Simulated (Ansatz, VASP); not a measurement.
Ir in VASP and in Ansatz

INCAR

```
SYSTEM = Ir
ALGO     = Normal         ! electronic algorithm
EDIFF    = 1E-6           ! SCF threshold, eV
ENCUT    = 500            ! plane-wave cutoff, eV
GGA      = PS             ! functional
GGA_COMPAT= .False.      
ISIF     = 2              ! what is computed and relaxed
ISMEAR   = 1              ! smearing method
LASPH    = .True.         ! aspherical terms in the spheres
LCHARG   = .False.        ! write CHGCAR
LREAL    = .False.        ! projectors in reciprocal space
LWAVE    = .False.        ! write WAVECAR
NBANDS   = 16             ! bands
NELM     = 120            ! most SCF steps
PREC     = Accurate       ! precision mode
SIGMA    = 0.1            ! smearing width, eV
```

Contents of KPOINTS:

```
k-points
0
Gamma
  8 8 5
  0 0 0
```

File POSCAR:

```
Ir
1.0
    2.7771900000      0.0015200000     -0.0104800000
   -1.3872800000      2.3908300000     -0.0125200000
   -0.0169900000     -0.0332500000      4.4593200000
Ir
2
Direct
    0.6806600000      0.3916000000      0.7404900000
    0.2764005417      0.6097543420      0.2055930925
```

Input for Ansatz:

```yaml
crystal:
  lattice:
    - [2.77719, 0.00152, -0.01048]
    - [-1.38728, 2.39083, -0.01252]
    - [-0.01699, -0.03325, 4.45932]
  atoms:
    - { symbol: Ir, position: [0.68066, 0.3916, 0.74049] }
    - { symbol: Ir, position: [0.2764005416705223, 0.6097543420076805, 0.20559309249810356] }
basis:
  ecutwfc: 540.0
  xc_grid: 2
kpoints:
  mp_grid:
    grid: [8, 8, 5]
hamiltonian:
  xc: pbesol
scf:
  convergence:
    dr2_threshold: 1.0e-09
  occupations:
    method: cold
    width: 0.1
output:
  forces: true
  stress: true
```

Alike in both runs: task single point; functional PBEsol; k mesh 8 × 8 × 5; no spin polarisation.

```csv
,VASP,Ansatz
version,VASP 6.6.1,Ansatz 0.2.0
potentials or method,"VASP PAW PBE potentials, release 64 (Ir), cutoff 500 eV","plane waves, PAW"
occupations,"methfessel-paxton of order 1, width 0.1 eV","cold, width 0.1 eV"
valence electrons in the cell,18,34
```

|  | VASP | Ansatz | Ansatz less VASP |
| --- | --- | --- | --- |
| pressure (GPa) | -7.6 | -8.4 | -0.82 |
| traceless stress, the component that is largest in VASP (GPa) | 9.04 | 8.90 | -0.143 |
| rms of the force components (eV/Å) | 1.367 | 1.336 | -0.0305 |

VASP's potentials were made for PBE, not for PBEsol. Atom by atom the forces differ by 0.035 eV/Å (rms over components). VASP's potentials hold 18 valence electrons a cell and Ansatz's 34, so a difference there can come from the potentials and not from the codes. Ansatz's warnings: stress scf threshold loose.

Spin-orbit coupling is off throughout.
